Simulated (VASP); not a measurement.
Input of a VASP 6.6.1 run:

POSCAR

```
NaF
1.0
    0.0000000000      2.2971680881      2.2971680881
    2.2971680881      0.0000000000      2.2971680881
    2.2971680881      2.2971680881      0.0000000000
Na F
1 1
Direct
    0.0000000000      0.0000000000      0.0000000000
    0.5000000000      0.5000000000      0.5000000000
```

File INCAR.step1:

```
SYSTEM = NaF
  PREC = Accurate
  ENCUT = 520
  EDIFF = 1E-5
  ISMEAR = 0
  SIGMA = 0.01
  LREAL = .FALSE.
  LASPH = .TRUE.
  NELM = 60
  ALGO = Normal
  ISIF = 2
  LWAVE = .TRUE.
  LCHARG = .FALSE.
  GGA = PE
  NBANDS = 14
```

The input INCAR.step2:

```
SYSTEM = NaF
  PREC = Accurate
  ENCUT = 520
  EDIFF = 1E-7
  ISMEAR = 0
  SIGMA = 0.01
  LREAL = .FALSE.
  LASPH = .TRUE.
  NELM = 60
  ALGO = Normal
  ISIF = 2
  LWAVE = .FALSE.
  LCHARG = .FALSE.
  GGA = PE
  LHFCALC = .TRUE.
  AEXX = 0.75
  PRECFOCK = Normal
  ISTART = 1
  NBANDS = 14
```

File KPOINTS:

```
regular mesh
0
G
  4 4 4
  0 0 0
```

Potentials or basis: VASP PAW PBE potentials, release 64 (Na_pv, F).

Launch:

```console
$ cat potpaw_PBE.64/Na_pv/POTCAR potpaw_PBE.64/F/POTCAR > POTCAR
$ cp INCAR.step1 INCAR
$ mpirun -np 1 vasp_std > vasp.out
$ cp INCAR.step2 INCAR
$ mpirun -np 1 vasp_std > vasp.out
```

Predict the band gap on the k mesh.

15.51 eV.

Estimate the pressure.

-2.2 GPa.

Caveat: the k points lie up to 0.59 Å⁻¹ apart; the PAW data sets were made with another functional, which shifts forces and pressure a little.
